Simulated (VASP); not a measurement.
A run of VASP 6.6.1 is set up as follows.

Contents of POSCAR:

```
MgS
1.0
    3.5871647875     -0.0000028678      0.0000000000
   -1.7935799102      3.1065772674      0.0000000000
    0.0000000000      0.0000000000      3.2918434906
Mg S
1 1
Direct
    0.0000000000      0.0000000000      0.5000000000
    0.6666666667      0.3333333333      0.0000000000
```

Contents of INCAR.step1:

```
ALGO     = Normal         # electronic algorithm
EDIFF    = 1E-5           # SCF threshold, eV
ENCUT    = 520            # plane-wave cutoff, eV
GGA      = PE             # functional
ISIF     = 2              # what is computed and relaxed
ISMEAR   = -1             # smearing method
LASPH    = T              # aspherical terms in the spheres
LCHARG   = F              # write CHGCAR
LREAL    = F              # projectors in reciprocal space
LWAVE    = T              # write WAVECAR
NBANDS   = 11             # bands
NELM     = 80             # most SCF steps
PREC     = Accurate       # precision mode
SIGMA    = 0.05           # smearing width, eV
```

Contents of INCAR.step2:

```
ALGO     = Normal         # electronic algorithm
EDIFF    = 1E-6           # SCF threshold, eV
ENCUT    = 520            # plane-wave cutoff, eV
GGA      = PE             # functional
HFSCREEN = 0.2079         # screening, 1/A
ISIF     = 2              # what is computed and relaxed
ISMEAR   = -1             # smearing method
ISTART   = 1            
LASPH    = T              # aspherical terms in the spheres
LCHARG   = F              # write CHGCAR
LHFCALC  = T              # exact exchange
LREAL    = F              # projectors in reciprocal space
LWAVE    = F              # write WAVECAR
NBANDS   = 11             # bands
NELM     = 80             # most SCF steps
PREC     = Accurate       # precision mode
PRECFOCK = Normal       
SIGMA    = 0.05           # smearing width, eV
```

The input KPOINTS:

```
k-points
0
Gamma
  5 5 4
```

Potentials or basis: VASP PAW PBE potentials, release 64 (Mg, S).

Launch:

```sh
$ cat potpaw_PBE.64/Mg/POTCAR potpaw_PBE.64/S/POTCAR > POTCAR
$ cp INCAR.step1 INCAR
$ mpirun -np 1 vasp_std > vasp.out
$ cp INCAR.step2 INCAR
$ mpirun -np 1 vasp_std > vasp.out
```

**Question.** Estimate the pressure.

**Answer.** -0.3 GPa.

**Question.** What does it give for the band gap on the k mesh?

**Answer.** 2.44 eV (least direct gap 3.36 eV).

Stress tensor (GPa, compression positive):
```
-0.28  0.00  0.00
 0.00 -0.28  0.00
 0.00  0.00 -0.37
```

Caveat: the k points lie up to 0.48 Å⁻¹ apart; the PAW data sets were made with another functional, which shifts forces and pressure a little; an odd mesh through Γ misses points on the zone boundary, where band edges can lie.
